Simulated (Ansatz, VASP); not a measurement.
**C in VASP and in Ansatz**

```
C
1.0
    -1.66069    1.66069    1.66069
     1.66069   -1.66069    1.66069
     1.66069    1.66069   -1.66069
C
3
Direct
  0.00000 0.50000 0.50000
  0.50000 0.00000 0.50000
  0.50000 0.50000 0.00000
```

Alike in both runs: task relaxation of cell and atoms; functional PBE; k mesh 20 × 20 × 20; occupations gaussian, width 0.1 eV; no spin polarisation.

|  | VASP | Ansatz |
| --- | --- | --- |
| version | VASP 6.6.1 | Ansatz 0.2.0 |
| potentials or method | VASP PAW PBE potentials, release 64 (C), cutoff 600 eV | scalar-relativistic, plane waves, PAW |
| valence electrons in the cell | 12 | 12 |

```tsv
	VASP	Ansatz	Ansatz less VASP
gap on the k mesh at the Fermi level, each at its own relaxed structure (eV)	none	none	-
relaxed volume (Å³/atom)	6.11	6.11	+0.005
relaxed length of the cell vector where the two differ most in proportion (Å)	2.876	2.877	+0.0008
```

A gap of «none» marks a metal or a gap that the smearing closes.

Noted on VASP's run: the relaxation stopped at its first step, so nothing moved.
